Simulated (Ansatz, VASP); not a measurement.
## Pb in VASP and in Ansatz

```
Pb
1.0
     3.45607    0.00000    0.00000
    -1.72803    2.99304    0.00000
     0.00000    0.00000    5.77703
Pb
2
Direct
  0.33333 0.66667 0.25000
  0.66667 0.33333 0.75000
```

Alike in both runs: functional PBEsol; k mesh 12 × 12 × 8; occupations gaussian, width 0.1 eV; no spin polarisation.

Ansatz relaxed the structure, and its values are those at the end. VASP's run is a single point on that final structure, the one shown.

|  | VASP | Ansatz |
| --- | --- | --- |
| version | VASP 6.6.1 | Ansatz 0.2.0 |
| potentials or method | VASP PAW PBE potentials, release 64 (Pb_d), cutoff 520 eV | scalar-relativistic, plane waves, PAW |
| valence electrons in the cell | 28 | 28 |

|  | VASP | Ansatz | Ansatz less VASP |
| --- | --- | --- | --- |
| gap on the k mesh at the Fermi level (eV) | none | none | - |
| pressure (GPa) | -0.1 | 0.0 | +0.09 |

VASP's potentials were made for PBE, not for PBEsol. A gap of «none» marks a metal or a gap that the smearing closes. The functional is the same, so the differences come from potentials, cutoffs and numerics.

Spin-orbit coupling is off throughout.
